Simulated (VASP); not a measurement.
# LiCl (P4/mmm) in VASP: further runs

Aim: see how the results for LiCl move with the level of theory and the settings. Levels: PBE, r2SCAN. Tasks: single point.

All numbers are computed with VASP 6.6.1; they aren't measurements. Logs are shortened: lines on timing, memory, paths and dates and some standing lists are left out, and cuts for length are marked.

### 1 The cell of the first run

It takes space group P4/mmm (No. 123, tetragonal). Conventional cell: a = 3.214 Å, b = 3.214 Å, c = 3.271 Å, α = 90.00°, β = 90.00°, γ = 90.00°. Within 3.7 Å of Li (site symmetry 4/mmm) lie 8 Cl at 2.80 Å and 6 Li at 3.21 to 3.27 Å. Cl (site symmetry 4/mmm) has 8 Li at 2.80 Å and 6 Cl at 3.21 to 3.27 Å within 3.7 Å.

### 2 Single point, PBE (biaxial xy strain -1.7%)

INCAR

```
SYSTEM = LiCl
PREC = Accurate
ENCUT = 520
EDIFF = 1E-6
ISMEAR = -1
SIGMA = 0.02
LREAL = .FALSE.
LASPH = .TRUE.
NELM = 100
ALGO = Normal
ISIF = 2
LWAVE = .FALSE.
LCHARG = .FALSE.
GGA = PE
NBANDS = 12
```

KPOINTS

```
Automatic mesh
0
G
  8 8 8
  0 0 0
```

POSCAR

```
LiCl
1.0
    3.2142060275      0.0000000000      0.0000000000
    0.0000000000      3.2142060275      0.0000000000
    0.0000000000      0.0000000000      3.2711235777
Li Cl
1 1
Direct
    0.0000000000      0.0000000000      0.0000000000
    0.5000000000      0.5000000000      0.5000000000
```

Potentials or basis: VASP PAW PBE potentials, release 64 (Li_sv, Cl).

The run is started by

```sh
$ cat potpaw_PBE.64/Li_sv/POTCAR potpaw_PBE.64/Cl/POTCAR > POTCAR
$ mpirun -np 1 vasp_std > vasp.out
```

OUTCAR:

```text
SYSTEM = LiCl
   PREC = Accurate
   ENCUT = 520
   EDIFF = 1E-6
   ISMEAR = -1
   LREAL = .FALSE.
   LASPH = .TRUE.
   NELM = 100
   ISIF = 2
   GGA = PE

 ion  position               nearest neighbor table
   1  0.000  0.000  0.000-
   2  0.500  0.500  0.500-

  LATTYP: Found a simple tetragonal cell.
 ALAT       =     3.2142060275
 C/A-ratio  =     1.0177081213

  Lattice vectors:

 A1 = (   3.2142060275,   0.0000000000,   0.0000000000)
 A2 = (   0.0000000000,   3.2142060275,   0.0000000000)
 A3 = (   0.0000000000,   0.0000000000,   3.2711235777)

Analysis of symmetry for initial positions (statically):
=====================================================================
 Subroutine PRICEL returns:
 Original cell was already a primitive cell.

 Routine SETGRP: Setting up the symmetry group for a
 simple tetragonal supercell.

 Subroutine GETGRP returns: Found 16 space group operations
 (whereof 16 operations were pure point group operations)
 out of a pool of 16 trial point group operations.

The static configuration has the point symmetry D_4h.

Analysis of symmetry for dynamics (positions and initial velocities):
=====================================================================
 Subroutine PRICEL returns:
 Original cell was already a primitive cell.

 Routine SETGRP: Setting up the symmetry group for a
 simple tetragonal supercell.

 Subroutine GETGRP returns: Found 16 space group operations
 (whereof 16 operations were pure point group operations)
 out of a pool of 16 trial point group operations.

The dynamic configuration has the point symmetry D_4h.

 Subroutine INISYM returns: Found 16 space group operations
 (whereof 16 operations are pure point group operations),
 and found     1 'primitive' translations

----------------------------------------------------------------------------------------

                                     Primitive cell

  volume of cell :      33.7944

  direct lattice vectors                    reciprocal lattice vectors
     3.214206027  0.000000000  0.000000000     0.311118824  0.000000000  0.000000000
     0.000000000  3.214206027  0.000000000     0.000000000  0.311118824  0.000000000
     0.000000000  0.000000000  3.271123578     0.000000000  0.000000000  0.305705357

  length of vectors
     3.214206027  3.214206027  3.271123578     0.311118824  0.311118824  0.305705357

  position of ions in fractional coordinates (direct lattice)
     0.000000000  0.000000000  0.000000000
     0.500000000  0.500000000  0.500000000

  ion indices of the primitive-cell ions
   primitive index   ion index
                 1           1
                 2           2

----------------------------------------------------------------------------------------

 KPOINTS: Automatic mesh

Automatic generation of k-mesh.
 Grid dimensions read from file:
 generate k-points for:    8    8    8

 Generating k-lattice:

  Cartesian coordinates                     Fractional coordinates (reciprocal lattice)
     0.038889853  0.000000000  0.000000000     0.125000000  0.000000000  0.000000000
     0.000000000  0.038889853  0.000000000     0.000000000  0.125000000  0.000000000
     0.000000000  0.000000000  0.038213170     0.000000000  0.000000000  0.125000000

  Length of vectors
     0.038889853  0.038889853  0.038213170

  Shift w.r.t. Gamma in fractional coordinates (k-lattice)
     0.000000000  0.000000000  0.000000000

 Subroutine IBZKPT returns following result:
 ===========================================

 Found     75 irreducible k-points:

 Following reciprocal coordinates:
            Coordinates               Weight
  0.000000  0.000000  0.000000      1.000000
  0.125000  0.000000  0.000000      4.000000
  0.250000  0.000000  0.000000      4.000000
  0.375000  0.000000  0.000000      4.000000
  0.500000  0.000000  0.000000      2.000000
  0.125000  0.125000  0.000000      4.000000
[... 16 lines left out ...]
  0.375000  0.125000  0.125000     16.000000
  0.500000  0.125000  0.125000      8.000000
 [... further k-points ...]
   k-points           NKPTS =     75   k-points in BZ     NKDIM =     75   number of bands    NBANDS=     12
   number of dos      NEDOS =    301   number of ions     NIONS =      2
   total plane-waves  NPLWV =  13824
   dimension x,y,z NGX =    24 NGY =   24 NGZ =   24
   dimension x,y,z NGXF=    48 NGYF=   48 NGZF=   48
   ions per type =               1   1
   NGX,Y,Z   is equivalent  to a cutoff of  12.41, 12.41, 12.20 a.u.
   NGXF,Y,Z  is equivalent  to a cutoff of  24.83, 24.83, 24.39 a.u.
 SYSTEM =  LiCl
   PREC   = accura    normal or accurate (medium, high low for compatibility)
   ISTART =      0    job   : 0-new  1-cont  2-samecut
   ICHARG =      2    charge: 1-file 2-atom 10-const
   ISPIN  =      1    spin polarized calculation?
   LNONCOLLINEAR =      F non collinear calculations
   LSORBIT =      F    spin-orbit coupling
   LASPH  =      T    aspherical Exc in radial PAW
   ENCUT  =  520.0 eV  38.22 Ry    6.18 a.u.   5.98  5.98  6.08*2*pi/ulx,y,z
   NELM   =    100;   NELMIN=  2; NELMDL= -5     # of ELM steps
   EDIFF  = 0.1E-05   stopping-criterion for ELM
   LREAL  =      F    real-space projection
[... 7 lines left out ...]
   TEBEG  =    0.0;   TEEND  =   0.0 temperature during run
   PSTRESS=    0.0 pullay stress
   NELECT =      10.0000    total number of electrons
   NUPDOWN=      -1.0000    fix difference up-down
   EMIN   =  10.00;   EMAX   =-10.00  energy-range for DOS
   EFERMI =   0.00;   METHOD = LEGACY
   ISMEAR =    -1;   SIGMA  =   0.02  broadening in eV -4-tet -1-fermi 0-gaus
   EFERMI_NEDOS =   21; number of points for ismear=-14 and -15
   IALGO  =     38    algorithm
   IMIX   =      4    mixing-type and parameters
     AMIX     =   0.40;   BMIX     =  1.00
     AMIX_MAG =   1.60;   BMIX_MAG =  1.00
  volume/ion in A,a.u.               =      16.90       114.03
  Fermi-wavevector in a.u.,A,eV,Ry     =   1.090921  2.061542 16.192416  1.190109
  Thomas-Fermi vector in A             =   2.227156
   LORBIT       =      0    0 simple, 1 ext, 2 COOP (PROOUT), +10 PAW based schemes
   GGA     = PE    functional components
   LHFCALC =     F    Hartree Fock is set to
   AEXX    =    0.0000 exact exchange contribution
   IVDW    =     0    specifies the selected vdW correction
   LEPSILON=     F    determine dielectric tensor
   LRPA    =     F    only Hartree local field effects (RPA)
 non-spin polarized calculation
  energy-cutoff  :      520.00
  volume of cell :       33.79
 maximum number of plane-waves:       928
 NGX is ok and might be reduce to    24
   NGX = 11   NGY = 11   NGZ = 13

 number of electron      10.0000000 magnetization

 number of electron       9.9999996 magnetization

 Free energy of the ion-electron system (eV)
  ---------------------------------------------------
  ext. energy  EPLUGINS =         0.00000000
  ---------------------------------------------------
  free energy    TOTEN  =        -6.81188890 eV

  energy without entropy =       -6.81188890  energy(sigma->0) =       -6.81188890

 E-fermi :   2.3366     XC(G=0):  -8.7645

 val. band max:        1.9035168639   @ k =   0.5000   0.0000   0.5000
 cond. band min:       6.4251277569   @ k =   0.0000   0.0000   0.0000
 fundamental gap:      4.5216108931
 Fermi energy:         2.3366455073

 k-point     1 :       0.0000    0.0000    0.0000
  band No.  band energies     occupation
      1     -43.4408      2.00000
      2     -12.5577      2.00000
      3       0.8492      2.00000
      4       1.0584      2.00000
      5       1.0584      2.00000
      6       6.4251      0.00000
      7      10.4018      0.00000
      8      10.5686      0.00000
      9      15.1400      0.00000
     10      15.3588      0.00000
     11      15.3588      0.00000
     12      18.9062      0.00000

 k-point     2 :       0.1250    0.0000    0.0000
  band No.  band energies     occupation
      1     -43.4403      2.00000
      2     -12.4819      2.00000
      3       0.3830      2.00000
      4       0.9202      2.00000
      5       1.1265      2.00000
      6       6.7949      0.00000
      7      10.6255      0.00000
      8      10.9921      0.00000
      9      14.4798      0.00000
     10      14.7564      0.00000
     11      15.4126      0.00000
     12      19.0208      0.00000

 k-point     3 :       0.2500    0.0000    0.0000
  band No.  band energies     occupation
      1     -43.4391      2.00000
      2     -12.2879      2.00000
      3      -0.8877      2.00000
      4       1.1004      2.00000
      5       1.2991      2.00000
      6       7.3088      0.00000
      7      11.1728      0.00000
      8      11.6617      0.00000
      9      13.2442      0.00000
     10      13.5889      0.00000
     11      16.3698      0.00000
     12      19.3285      0.00000
[... 286 lines left out ...]
 k-point    23 :       0.3750    0.1250    0.1250
  band No.  band energies     occupation
      1     -43.4370      2.00000
      2     -11.9321      2.00000
      3      -1.7526      2.00000
      4       0.7157      2.00000
      5       0.9729      2.00000
      6       8.6859      0.00000
      7      10.6102      0.00000
      8      10.8636      0.00000
      9      13.1804      0.00000
     10      13.4025      0.00000
     11      16.9323      0.00000
     12      19.3794      0.00000

 k-point    24 :       0.5000    0.1250    0.1250
  band No.  band energies     occupation
      1     -43.4366      2.00000
      2     -11.8382      2.00000
      3      -2.1344      2.00000
      4       0.7954      2.00000
      5       1.0727      2.00000
      6       8.8275      0.00000
      7      10.2614      0.00000
      8      10.5966      0.00000
      9      13.2986      0.00000
     10      13.5068      0.00000
     11      17.1207      0.00000
     12      18.8666      0.00000

 [... further k-points ...]
[... 5 lines left out ...]
  --------------------------------------------------------------------------------------
  -------------------------------------------------------------------------------------
  Total        0.4650523      0.4650523     -0.0146933      0.0000000     -0.0000000      0.0000000
  in kB       22.0479393     22.0479393     -0.6966017      0.0000000     -0.0000000      0.0000000
  external PRESSURE =      14.4664256 kB  Pullay stress =       0.0000000 kB

 VOLUME and BASIS-vectors are now :
 -----------------------------------------------------------------------------
  energy-cutoff  :      520.00
  volume of cell :       33.79
      direct lattice vectors                 reciprocal lattice vectors
     3.214206027  0.000000000  0.000000000     0.311118824  0.000000000  0.000000000
     0.000000000  3.214206027  0.000000000     0.000000000  0.311118824  0.000000000
     0.000000000  0.000000000  3.271123578     0.000000000  0.000000000  0.305705357

 POSITION                                       TOTAL-FORCE (eV/Angst)
 -----------------------------------------------------------------------------------
      0.00000      0.00000      0.00000         0.000000      0.000000      0.000000
      1.60710      1.60710      1.63556         0.000000      0.000000      0.000000
 -----------------------------------------------------------------------------------
    total drift:                                0.000000     -0.000000     -0.000000

  FREE ENERGIE OF THE ION-ELECTRON SYSTEM (eV)
  ---------------------------------------------------
  free  energy   TOTEN  =        -6.8118888965 eV

  energy  without entropy=       -6.8118888965  energy(sigma->0) =       -6.81188890
```

Wall time 17 s (1 thread of AMD EPYC 7R13 (Zen 3), shared host); peak memory 0.12 GiB.

What came out:

| Item | Value |
| --- | --- |
| Free energy | -6.8119 eV |
| Band gap on the k mesh | 4.52 eV, indirect (least direct gap 5.10 eV) |

Caveat: the cell differs from its parent crystal (biaxial xy strain -1.7%); the cutoff is under 1.25 times the usual one of these potentials, so pressure, stress and relaxed cells hold a basis-set (Pulay) error. A k mesh can miss the band edges.

### 3 Single point, r2SCAN (biaxial xy strain -1.7%)

POSCAR is that of step 2.

INCAR.step1

```
  PREC = Accurate
  ENCUT = 520
  ISMEAR = 0
  SIGMA = 0.01
  LREAL = False
  LASPH = True
  NELM = 100
  NBANDS = 12
  GGA = PE
  ALGO = Normal
  EDIFF = 1E-4
  LWAVE = True
  LCHARG = False
```

INCAR.step2

```
  PREC = Accurate
  ENCUT = 520
  EDIFF = 1E-7
  ISMEAR = 0
  SIGMA = 0.01
  LREAL = False
  LASPH = True
  NELM = 100
  ALGO = Normal
  ISIF = 2
  LWAVE = False
  LCHARG = True
  METAGGA = R2SCAN
  LMIXTAU = True
  LELF = True
  LVHAR = True
  NBANDS = 12
  ISTART = 1
```

KPOINTS

```
regular mesh
0
Gamma
  8 8 8
```

Potentials or basis: VASP PAW PBE potentials, release 64 (Li_sv, Cl).

The run is started by

```sh
$ cat potpaw_PBE.64/Li_sv/POTCAR potpaw_PBE.64/Cl/POTCAR > POTCAR
$ cp INCAR.step1 INCAR
$ mpirun -np 1 vasp_std > vasp.out
$ cp INCAR.step2 INCAR
$ mpirun -np 1 vasp_std > vasp.out
```

Wall time 73 s (1 thread of AMD EPYC 7R13 (Zen 3), shared host); peak memory 0.12 GiB.

It converged, with:

```
Free energy            : -11.9580 eV
Band gap on the k mesh : 5.49 eV, indirect (least direct gap 5.84 eV)
```

Levels at points of the mesh, in eV from the valence-band top:
```
           k point  band 1  band 2  band 3  band 4  band 5  band 6  band 7  band 8  band 9  band 10
(0.00, 0.00, 0.00)  -46.72  -15.09   -1.09   -0.88   -0.88    5.49    9.18    9.36   14.52    14.76
(0.50, 0.00, 0.00)  -46.72  -14.50   -4.26   -0.55   -0.36    6.64   10.78   10.92   11.19    11.24
(0.50, 0.50, 0.00)  -46.71  -13.90   -3.63   -3.63   -0.14    5.93   10.85   10.85   11.39    13.83
(0.00, 0.00, 0.50)  -46.72  -14.56   -4.25   -0.40   -0.40    6.77   10.83   11.11   11.11    11.25
(0.50, 0.00, 0.50)  -46.71  -13.96   -3.69   -3.62    0.00    5.84   10.90   11.08   11.56    14.12
(0.50, 0.50, 0.50)  -46.71  -13.43   -2.78   -2.78   -2.69    5.65    5.65    5.70   13.75    20.06
```

Caveat: the cell differs from its parent crystal (biaxial xy strain -1.7%); the cutoff is under 1.25 times the usual one of these potentials, so pressure, stress and relaxed cells hold a basis-set (Pulay) error; the PAW data sets were made with another functional, which shifts forces and pressure a little. A k mesh can miss the band edges.

### 4 Single point, r2SCAN (uniaxial z strain +0.9%)

POSCAR

```
LiCl
1.0
    3.2711235777      0.0000000000      0.0000000000
    0.0000000000      3.2711235777      0.0000000000
    0.0000000000      0.0000000000      3.2999094652
Li Cl
1 1
Direct
    0.0000000000      0.0000000000      0.0000000000
    0.5000000000      0.5000000000      0.5000000000
```

INCAR.step1

```
PREC     = Accurate       # precision mode
ENCUT    = 520            # plane-wave cutoff, eV
ISMEAR   = 0              # smearing method
SIGMA    = 0.01           # smearing width, eV
LREAL    = F              # projectors in reciprocal space
LASPH    = T              # aspherical terms in the spheres
NELM     = 100            # most SCF steps
NBANDS   = 12             # bands
GGA      = PE             # functional
ALGO     = Normal         # electronic algorithm
EDIFF    = 1E-4           # SCF threshold, eV
LWAVE    = T              # write WAVECAR
LCHARG   = F              # write CHGCAR
```

INCAR.step2

```
PREC     = Accurate       # precision mode
ENCUT    = 520            # plane-wave cutoff, eV
EDIFF    = 1E-7           # SCF threshold, eV
ISMEAR   = 0              # smearing method
SIGMA    = 0.01           # smearing width, eV
LREAL    = F              # projectors in reciprocal space
LASPH    = T              # aspherical terms in the spheres
NELM     = 100            # most SCF steps
ALGO     = Normal         # electronic algorithm
ISIF     = 2              # what is computed and relaxed
LWAVE    = F              # write WAVECAR
LCHARG   = F              # write CHGCAR
METAGGA  = R2SCAN         # meta-GGA
LMIXTAU  = T            
NBANDS   = 12             # bands
ISTART   = 1
```

KPOINTS is that of step 3.

The run is started by

```sh
$ cat potpaw_PBE.64/Li_sv/POTCAR potpaw_PBE.64/Cl/POTCAR > POTCAR
$ cp INCAR.step1 INCAR
$ mpirun -np 1 vasp_std > vasp.out
$ cp INCAR.step2 INCAR
$ mpirun -np 1 vasp_std > vasp.out
```

Run time: 1.8 min. Hardware: 1 thread of AMD EPYC 7R13 (Zen 3), shared host; peak memory 0.13 GiB.

Results (log left out):

```
Free energy            : -11.9607 eV
Band gap on the k mesh : 5.32 eV, indirect (least direct gap 5.94 eV)
```

Levels at points of the mesh, in eV from the valence-band top:
| k point | band 2 | band 3 | band 4 | band 5 | band 6 | band 7 | band 8 | band 9 |
| --- | --- | --- | --- | --- | --- | --- | --- | --- |
| (0.00, 0.00, 0.00) | -14.83 | -0.92 | -0.82 | -0.82 | 5.32 | 9.33 | 9.42 | 14.33 |
| (0.50, 0.00, 0.00) | -14.31 | -3.97 | -0.43 | -0.34 | 6.61 | 10.59 | 10.89 | 11.10 |
| (0.50, 0.50, 0.00) | -13.78 | -3.37 | -3.37 | -0.07 | 5.99 | 10.70 | 10.70 | 11.39 |
| (0.00, 0.00, 0.50) | -14.34 | -3.97 | -0.36 | -0.36 | 6.67 | 10.54 | 11.05 | 11.05 |
| (0.50, 0.00, 0.50) | -13.81 | -3.40 | -3.37 | 0.00 | 5.94 | 10.72 | 10.81 | 11.47 |
| (0.50, 0.50, 0.50) | -13.35 | -2.55 | -2.55 | -2.51 | 5.80 | 5.80 | 5.83 | 13.44 |

Caveat: the cell differs from its parent crystal (uniaxial z strain +0.9%); the cutoff is under 1.25 times the usual one of these potentials, so pressure, stress and relaxed cells hold a basis-set (Pulay) error; the PAW data sets were made with another functional, which shifts forces and pressure a little. A k mesh can miss the band edges.

### 5 The runs side by side

| level | cell | smearing | gap on the mesh (eV) |
| --- | --- | --- | --- |
| PBE | a = 3.214, b = 3.214, c = 3.271 Å, 2 atoms | fermi-dirac 0.02 eV | 4.52 |
| r2SCAN | a = 3.214, b = 3.214, c = 3.271 Å, 2 atoms | gaussian 0.01 eV | 5.49 |
| r2SCAN | a = 3.271, b = 3.271, c = 3.300 Å, 2 atoms | gaussian 0.01 eV | 5.32 |

Alike in all rows: task single point; potentials or basis VASP PAW PBE potentials, release 64 (Li_sv, Cl); no spin polarisation; k mesh 8 × 8 × 8; cutoff (eV) 520.

Caveats: the cutoff is under 1.25 times the usual one of these potentials, so pressure, stress and relaxed cells hold a basis-set (Pulay) error; the PAW data sets were made with another functional, which shifts forces and pressure a little (some runs).

Total energies depend on the potentials used, so only differences within one code and one set of settings carry meaning.
